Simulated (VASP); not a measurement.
# TiO2 in VASP: a series of runs

TiO2 is run at these levels: PBEsol, PBE, LDA+U; tasks: relaxation of cell and atoms, single point.

Program: VASP 6.6.1. These are calculated values, not measurements. Logs are shortened: lines on timing, memory, paths and dates and some standing lists are left out, and cuts for length are marked.

### 1 The cell of the first run

The typed cell holds 9 atoms: a = 2.968 Å, b = 4.708 Å, c = 7.241 Å, α = 88.08°, β = 78.18°, γ = 90.00°.

### 2 Relaxation of cell and atoms, PBEsol

The input, INCAR:

```
SYSTEM = TiO2
PREC     = Accurate       ! precision mode
ENCUT    = 600            ! plane-wave cutoff, eV
EDIFF    = 1E-7           ! SCF threshold, eV
ISMEAR   = -1             ! smearing method
SIGMA    = 0.05           ! smearing width, eV
LREAL    = .False.        ! projectors in reciprocal space
LASPH    = .True.         ! aspherical terms in the spheres
NELM     = 120            ! most SCF steps
ALGO     = Normal         ! electronic algorithm
ISIF     = 3              ! what is computed and relaxed
LWAVE    = .False.        ! write WAVECAR
LCHARG   = .False.        ! write CHGCAR
GGA      = PS             ! functional
IBRION   = 2              ! ionic algorithm
NSW      = 60             ! ionic steps
EDIFFG   = -0.01          ! ionic threshold
GGA_COMPAT= .False.      
NELMIN   = 4            
KPAR     = 4
```

The input, KPOINTS:

```
Automatic mesh
0
Gamma
  9 6 4
  0 0 0
```

The input, POSCAR:

```
TiO2
1.0
    2.9682645463      0.0000000000      0.0000000000
    0.0002080834      4.7076067549      0.0000000000
    1.4835696211      0.2423534620      7.0834647979
Ti O
3 6
Direct
    0.0033718700      0.0003888100      0.0007031900
    0.3446402100      0.4802596500      0.3169598700
    0.6617081400      0.5204743600      0.6844963600
    0.4400381600      0.1854376900      0.1285388000
    0.7779263400      0.2977287500      0.4518780700
    0.1012362400      0.3089534200      0.8062432200
    0.9064972100      0.6918369900      0.1951715700
    0.2294071500      0.7030072800      0.5495147300
    0.5680256700      0.8153000600      0.8728271800
```

Potentials or basis: VASP PAW PBE potentials, release 64 (Ti_sv, O).

Launch:

```bash
cat potpaw_PBE.64/Ti_sv/POTCAR potpaw_PBE.64/O/POTCAR > POTCAR
mpirun -np 4 vasp_std > vasp.out
```

OUTCAR:

```text
SYSTEM = TiO2
   PREC = Accurate
   ENCUT = 600
   EDIFF = 1E-7
   ISMEAR = -1
   LREAL = .False.
   LASPH = .True.
   NELM = 120
   ISIF = 3
   GGA = PS
   IBRION = 2
   NSW = 60
   EDIFFG = -0.01
   NELMIN = 4

 ion  position               nearest neighbor table
   1  0.003  0.000  0.001-   9 1.96   4 1.96   4 1.96   9 1.96   7 1.97   6 1.97
   2  0.345  0.480  0.317-   5 1.95   5 1.95   4 1.96   7 1.97   7 1.97   8 1.98
   3  0.662  0.520  0.684-   8 1.95   8 1.95   9 1.96   6 1.97   6 1.97   5 1.98
   4  0.440  0.185  0.129-   1 1.96   2 1.96   1 1.96
   5  0.778  0.298  0.452-   2 1.95   2 1.95   3 1.98
   6  0.101  0.309  0.806-   1 1.97   3 1.97   3 1.97
   7  0.906  0.692  0.195-   2 1.97   1 1.97   2 1.97
   8  0.229  0.703  0.550-   3 1.95   3 1.95   2 1.98
   9  0.568  0.815  0.873-   1 1.96   3 1.96   1 1.96

  LATTYP: Found a triclinic cell.
 ALAT       =     7.2412145089
 B/A-ratio  =     0.4099125282
 C/A-ratio  =     0.6501128718
 COS(alpha) =     0.0000442015
 COS(beta)  =     0.0334776766
 COS(gamma) =     0.2048785627

  Lattice vectors:

 A1 = (   1.4835696211,   0.2423534620,   7.0834647979)
 A2 = (   2.9682645463,   0.0000000000,   0.0000000000)
 A3 = (   0.0002080834,   4.7076067549,   0.0000000000)

Analysis of symmetry for initial positions (statically):
=====================================================================
 Subroutine PRICEL returns:
 Original cell was already a primitive cell.

 Routine SETGRP: Setting up the symmetry group for a
 triclinic supercell.

 Subroutine GETGRP returns: Found  1 space group operations
 (whereof  1 operations were pure point group operations)
 out of a pool of  2 trial point group operations.

The static configuration has the point symmetry C_1 .

Analysis of symmetry for dynamics (positions and initial velocities):
=====================================================================
 Subroutine PRICEL returns:
 Original cell was already a primitive cell.

 Routine SETGRP: Setting up the symmetry group for a
 triclinic supercell.

 Subroutine GETGRP returns: Found  1 space group operations
 (whereof  1 operations were pure point group operations)
 out of a pool of  2 trial point group operations.

The dynamic configuration has the point symmetry C_1 .

 Subroutine INISYM returns: Found  1 space group operations
 (whereof  1 operations are pure point group operations),
 and found     1 'primitive' translations

----------------------------------------------------------------------------------------

                                     Primitive cell

  volume of cell :      98.9802

  direct lattice vectors                    reciprocal lattice vectors
     2.968264546  0.000000000  0.000000000     0.336897195 -0.000014891 -0.070559655
     0.000208083  4.707606755  0.000000000     0.000000000  0.212422161 -0.007267806
     1.483569621  0.242353462  7.083464798     0.000000000  0.000000000  0.141173850

  length of vectors
     2.968264546  4.707606759  7.241214509     0.344206893  0.212546455  0.141173850

  position of ions in fractional coordinates (direct lattice)
     0.003371870  0.000388810  0.000703190
     0.344640210  0.480259650  0.316959870
     0.661708140  0.520474360  0.684496360
     0.440038160  0.185437690  0.128538800
     0.777926340  0.297728750  0.451878070
     0.101236240  0.308953420  0.806243220
     0.906497210  0.691836990  0.195171570
     0.229407150  0.703007280  0.549514730
     0.568025670  0.815300060  0.872827180

  ion indices of the primitive-cell ions
   primitive index   ion index
                 1           1
                 2           2
                 3           3
                 4           4
                 5           5
                 6           6
                 7           7
                 8           8
                 9           9

----------------------------------------------------------------------------------------

 KPOINTS: Automatic mesh

Automatic generation of k-mesh.
 Grid dimensions read from file:
 generate k-points for:    9    6    4

 Generating k-lattice:

  Cartesian coordinates                     Fractional coordinates (reciprocal lattice)
     0.037433022 -0.000001655 -0.007839962     0.111111111  0.000000000  0.000000000
     0.000000000  0.035403693 -0.001211301     0.000000000  0.166666667  0.000000000
     0.000000000  0.000000000  0.035293463     0.000000000  0.000000000  0.250000000

  Length of vectors
     0.038245210  0.035424409  0.035293463

  Shift w.r.t. Gamma in fractional coordinates (k-lattice)
     0.000000000  0.000000000  0.000000000

 Subroutine IBZKPT returns following result:
 ===========================================

 Found    110 irreducible k-points:

 Following reciprocal coordinates:
            Coordinates               Weight
  0.000000  0.000000  0.000000      1.000000
  0.111111  0.000000  0.000000      2.000000
  0.222222  0.000000  0.000000      2.000000
  0.333333 -0.000000  0.000000      2.000000
  0.444444  0.000000  0.000000      2.000000
  0.000000  0.166667  0.000000      2.000000
[... 16 lines left out ...]
 -0.111111  0.333333 -0.000000      2.000000
  0.000000  0.500000  0.000000      1.000000
 [... further k-points ...]
   k-points           NKPTS =    110   k-points in BZ     NKDIM =    110   number of bands    NBANDS=     43
   number of dos      NEDOS =    301   number of ions     NIONS =      9
   total plane-waves  NPLWV =  57600
   dimension x,y,z NGX =    24 NGY =   40 NGZ =   60
   dimension x,y,z NGXF=    48 NGYF=   80 NGZF=  120
   ions per type =               3   6
   NGX,Y,Z   is equivalent  to a cutoff of  13.44, 14.13, 13.77 a.u.
   NGXF,Y,Z  is equivalent  to a cutoff of  26.88, 28.25, 27.55 a.u.
 SYSTEM =  TiO2
   PREC   = accura    normal or accurate (medium, high low for compatibility)
   ISTART =      0    job   : 0-new  1-cont  2-samecut
   ICHARG =      2    charge: 1-file 2-atom 10-const
   ISPIN  =      1    spin polarized calculation?
   LNONCOLLINEAR =      F non collinear calculations
   LSORBIT =      F    spin-orbit coupling
   LASPH  =      T    aspherical Exc in radial PAW
   ENCUT  =  600.0 eV  44.10 Ry    6.64 a.u.   5.93  9.40 14.46*2*pi/ulx,y,z
   NELM   =    120;   NELMIN=  4; NELMDL= -5     # of ELM steps
   EDIFF  = 0.1E-06   stopping-criterion for ELM
   LREAL  =      F    real-space projection
   EDIFFG = -.1E-01   stopping-criterion for IOM
   NSW    =     60    number of steps for IOM
   IBRION =      2    ionic relax: 0-MD 1-quasi-New 2-CG
   NFREE  =      1    steps in history (QN), initial steepest desc. (CG)
   ISIF   =      3    stress and relaxation
   ISYM   =      2    0-nonsym 1-usesym 2-fastsym
   POTIM  = 0.5000    time-step for ionic-motion
   TEBEG  =    0.0;   TEEND  =   0.0 temperature during run
   PSTRESS=    0.0 pullay stress
   NELECT =      72.0000    total number of electrons
   NUPDOWN=      -1.0000    fix difference up-down
   EMIN   =  10.00;   EMAX   =-10.00  energy-range for DOS
   EFERMI =   0.00;   METHOD = LEGACY
   ISMEAR =    -1;   SIGMA  =   0.05  broadening in eV -4-tet -1-fermi 0-gaus
   EFERMI_NEDOS =   21; number of points for ismear=-14 and -15
   IALGO  =     38    algorithm
   IMIX   =      4    mixing-type and parameters
     AMIX     =   0.40;   BMIX     =  1.00
     AMIX_MAG =   1.60;   BMIX_MAG =  1.00
  volume/ion in A,a.u.               =      11.00        74.22
  Fermi-wavevector in a.u.,A,eV,Ry     =   1.472322  2.782285 29.493788  2.167732
  Thomas-Fermi vector in A             =   2.587351
   LORBIT       =      0    0 simple, 1 ext, 2 COOP (PROOUT), +10 PAW based schemes
   GGA     = PS    functional components
   LHFCALC =     F    Hartree Fock is set to
   AEXX    =    0.0000 exact exchange contribution
   IVDW    =     0    specifies the selected vdW correction
   LEPSILON=     F    determine dielectric tensor
   LRPA    =     F    only Hartree local field effects (RPA)
 conjugate gradient relaxation of ions
 non-spin polarized calculation
  energy-cutoff  :      600.00
  volume of cell :       98.98
 maximum number of plane-waves:      3328
   NGX = 11   NGY = 19   NGZ = 29

--------------------------------------- Ionic step        1  -------------------------------------------

 number of electron      71.9999996 magnetization

 Free energy of the ion-electron system (eV)
  ---------------------------------------------------
  ext. energy  EPLUGINS =         0.00000000
  ---------------------------------------------------
  free energy    TOTEN  =       -83.90060313 eV

  energy without entropy =      -83.90060313  energy(sigma->0) =      -83.90060313

------------------------ aborting loop because EDIFF is reached ----------------------------------------

  FORCE on cell =-STRESS in cart. coord.  units (eV):
  Direction    XX          YY          ZZ          XY          YZ          ZX
  --------------------------------------------------------------------------------------
  -------------------------------------------------------------------------------------
  Total       -2.1377416     -0.8229798     -1.4463924     -0.0106194     -0.1258269      0.0047673
  in kB      -34.6032807    -13.3214415    -23.4125208     -0.1718951     -2.0367397      0.0771674
  external PRESSURE =     -23.7790810 kB  Pullay stress =       0.0000000 kB
[... 110 lines left out ...]
  FREE ENERGIE OF THE ION-ELECTRON SYSTEM (eV)
  ---------------------------------------------------
  free  energy   TOTEN  =       -83.9096030596 eV

  energy  without entropy=      -83.9096030596  energy(sigma->0) =      -83.90960306

[... ionic steps 4 to 29 ...]

--------------------------------------- Ionic step       30  -------------------------------------------

 number of electron      71.9999999 magnetization

------------------------ aborting loop because EDIFF is reached ----------------------------------------
[... 81 lines left out ...]
--------------------------------------- Ionic step       32  -------------------------------------------

 number of electron      71.9999999 magnetization

 Free energy of the ion-electron system (eV)
  ---------------------------------------------------
  ext. energy  EPLUGINS =         0.00000000
  ---------------------------------------------------
  free energy    TOTEN  =       -83.91160114 eV

  energy without entropy =      -83.91160114  energy(sigma->0) =      -83.91160114

 E-fermi :   4.9832     XC(G=0): -11.3121

 val. band max:        3.8449467052   @ k =   0.0000   0.0000   0.2500
 cond. band min:       6.0996962326   @ k =   0.0000   0.0000   0.0000
 fundamental gap:      2.2547495273
 Fermi energy:         4.9831635670

 k-point     1 :       0.0000    0.0000    0.0000
  band No.  band energies     occupation
      1     -52.5596      2.00000
      2     -52.4336      2.00000
      3     -52.3953      2.00000
      4     -28.9920      2.00000
      5     -28.9644      2.00000
      6     -28.8953      2.00000
[... 1093 lines left out ...]
     42       7.0811      0.00000
     43       7.7120      0.00000

 [... further k-points ...]

------------------------ aborting loop because EDIFF is reached ----------------------------------------

  FORCE on cell =-STRESS in cart. coord.  units (eV):
  Direction    XX          YY          ZZ          XY          YZ          ZX
  --------------------------------------------------------------------------------------
  -------------------------------------------------------------------------------------
  Total        0.0224363      0.0006866      0.0075453      0.0042521     -0.0040837     -0.0003900
  in kB        0.3665676      0.0112171      0.1232761      0.0694714     -0.0667195     -0.0063722
  external PRESSURE =       0.1670203 kB  Pullay stress =       0.0000000 kB
[... 24 lines left out ...]
  FREE ENERGIE OF THE ION-ELECTRON SYSTEM (eV)
  ---------------------------------------------------
  free  energy   TOTEN  =       -83.9116011351 eV

  energy  without entropy=      -83.9116011351  energy(sigma->0) =      -83.91160114

 reached required accuracy - stopping structural energy minimisation
```

It took 20 min on 4 MPI ranks of Intel Xeon 6975P-C (Granite Rapids), shared host; peak memory 0.55 GiB.

Results:

| Property | Result |
| --- | --- |
| Free energy | -83.9116 eV |
| Relaxed volume | 10.90 Å³/atom |
| Relaxed cell | a = 2.950 Å, b = 4.705 Å, c = 7.218 Å, α = 88.72°, β = 78.21°, γ = 90.00° |
| Space group after relaxing (to 0.1 Å) | C2/m (No. 12) |
| Energy gained by relaxing | 1.2 meV/atom |
| Ionic steps | 32 |
| Pressure after relaxing | 0.0 GPa |
| Largest force after relaxing | 0.008 eV/Å |
| Band gap on the k mesh | 2.25 eV (least direct gap 2.31 eV) |

Forces on the atoms (eV/Å):
```
Ti   0.000  0.000  0.003
Ti   0.000  0.000  0.004
Ti   0.003  0.001 -0.008
O    0.000  0.003  0.003
O   -0.001 -0.006  0.000
O   -0.001  0.002  0.001
O    0.001 -0.002 -0.002
O    0.001  0.006  0.003
O   -0.001 -0.004 -0.004
```

Step by step:
```tsv
step	energy change (eV)	largest force (eV/Å)	pressure (GPa)	volume (Å³)
1	0.0000	0.1451	-2.38	98.98
2	0.0100	0.3760	3.72	96.66
3	-0.0090	0.0705	0.02	98.02
4	-0.0099	0.0489	0.04	97.97
5	-0.0100	0.0632	0.05	97.96
6	-0.0101	0.0467	0.00	97.98
7	-0.0102	0.0287	0.01	97.98
8	-0.0103	0.0187	0.00	97.99
9	-0.0104	0.0125	-0.01	98.01
10	-0.0104	0.0159	-0.02	98.02
11	-0.0104	0.0184	0.03	98.01
12	-0.0105	0.0258	0.07	98.00
13	-0.0105	0.0226	0.04	98.03
14	-0.0106	0.0189	-0.08	98.09
15	-0.0106	0.0121	-0.01	98.07
16	-0.0106	0.0119	0.02	98.07
17	-0.0106	0.0105	0.01	98.07
18	-0.0106	0.0147	0.00	98.08
19	-0.0107	0.0127	0.00	98.08
20	-0.0107	0.0115	-0.02	98.10
21	-0.0107	0.0262	-0.07	98.12
22	-0.0107	0.0138	-0.04	98.10
23	-0.0107	0.0136	-0.03	98.10
24	-0.0107	0.0147	-0.01	98.09
25	-0.0108	0.0223	0.05	98.07
26	-0.0108	0.0197	0.04	98.07
27	-0.0109	0.0177	0.00	98.09
28	-0.0109	0.0214	-0.08	98.13
29	-0.0109	0.0145	-0.03	98.11
30	-0.0109	0.0178	0.01	98.09
31	-0.0110	0.0102	0.01	98.08
32	-0.0110	0.0084	0.02	98.06
```

Final structure:
```
Ti O
1.0
     2.95049   -0.00010    0.00016
     0.00005    4.70492   -0.02688
     1.47506    0.20198    7.06309
Ti O
3 6
Direct
  0.00371 0.00037 0.00071
  0.34543 0.48627 0.31734
  0.66155 0.51447 0.68411
  0.44038 0.18886 0.12741
  0.77936 0.29907 0.44932
  0.10202 0.30358 0.80404
  0.90534 0.69719 0.19737
  0.22795 0.70167 0.55207
  0.56712 0.81192 0.87397
```

Levels at points of the mesh, in eV from the valence-band top:
```csv
k point,band 33,band 34,band 35,band 36,band 37,band 38,band 39,band 40
"(0.00, 0.00, 0.00)",-0.43,-0.37,-0.27,-0.06,2.25,2.68,2.79,2.92
"(0.00, 0.50, 0.00)",-1.10,-0.92,-0.88,-0.78,2.36,2.68,2.77,3.00
"(0.00, 0.00, 0.50)",-0.90,-0.88,-0.30,-0.16,2.41,2.65,2.81,2.98
"(0.00, 0.50, 0.50)",-0.91,-0.73,-0.70,-0.24,2.32,2.56,2.69,2.87
```

Caveat: the PAW data sets were made with another functional, which shifts forces and pressure a little. A k mesh can miss the band edges.

(Continued in part 2 of 3.)
